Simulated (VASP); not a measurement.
# From VASP inputs to Ansatz: HfO2 (strained fluorite)

INCAR

```
NBANDS = 18
EDIFF = 1E-7
GGA = PE
IBRION = -1
PREC = Accurate
ENCUT = 520
LCHARG = .TRUE.
NSW = 0
SIGMA = 0.02
LWAVE = .FALSE.
LASPH = .TRUE.
ISIF = 2
ISMEAR = -1
NELM = 120
LREAL = .FALSE.
LELF = .TRUE.
```

KPOINTS

```
KPOINTS created by Atomic Simulation Environment
0
Gamma
8 8 8
0 0 0
```

KPOINTS_OPT

```
special points
7
Reciprocal
0.0000000000 0.0000000000 0.0000000000 1
0.5000000000 0.0000000000 0.5000000000 1
0.6250000000 0.2500000000 0.6250000000 1
0.3750000000 0.3750000000 0.7500000000 1
0.5000000000 0.5000000000 0.5000000000 1
0.5000000000 0.2500000000 0.7500000000 1
0.0000000000 0.5000000000 0.5000000000 1
```

POSCAR

```
Hf O
 1.0000000000000000
     0.1162999300000000    2.5696067797000000    2.5696067797000000
     2.5696067797000000    0.1162999300000000    2.5696067797000000
     2.5696067797000000    2.5696067797000000    0.1162999300000000
 Hf  O
   1   2
Cartesian
 -0.0000000000000000 -0.0000000000000000  0.0000000000000000
  1.2992172919929719  1.2992172919929721  1.2992172919929721
  3.9562961974070281  3.9562961974070285  3.9562961974070290
```

VASP ran with the recommended PBE PAW datasets (22 valence electrons in the cell).

Q: Translate these files to an Ansatz input.

A: 

```yaml
crystal:
  lattice:
    - [0.11629993, 2.5696067797, 2.5696067797]
    - [2.5696067797, 0.11629993, 2.5696067797]
    - [2.5696067797, 2.5696067797, 0.11629993]
  atoms:
    - { symbol: Hf, position: [0.0, 0.0, 0.0] }
    - { symbol: O, position: [0.2472103429, 0.2472103429, 0.2472103429] }
    - { symbol: O, position: [0.7527896571, 0.7527896571, 0.7527896571] }
kpoints:
  mp_grid: { grid: [8, 8, 8] }
  band_path:
    path:
      - [0.0, 0.0, 0.0]
      - [0.5, 0.0, 0.5]
      - [0.625, 0.25, 0.625]
      - [0.375, 0.375, 0.75]
      - [0.5, 0.5, 0.5]
      - [0.5, 0.25, 0.75]
      - [0.0, 0.5, 0.5]
    npoints: 1
hamiltonian:
  xc: pbe
scf:
  occupations: { method: fermi_dirac, width: 0.02 }
  n_extra_bands: 4
output:
  forces: true
  stress: true
  eigenvalues: true
  write_density: true
  write_potential: true
  elf: true
  volumetric_format: npy
```

Other inputs would serve too.

Datasets and cutoffs are each program's own. VASP's cell holds 22 valence electrons and Ansatz's 38. Ansatz's stress includes a Pulay correction; VASP's doesn't.

VASP's potentials hold 22 valence electrons a cell and Ansatz's 38, so a difference between the two programs can come from the potentials and not from the codes.
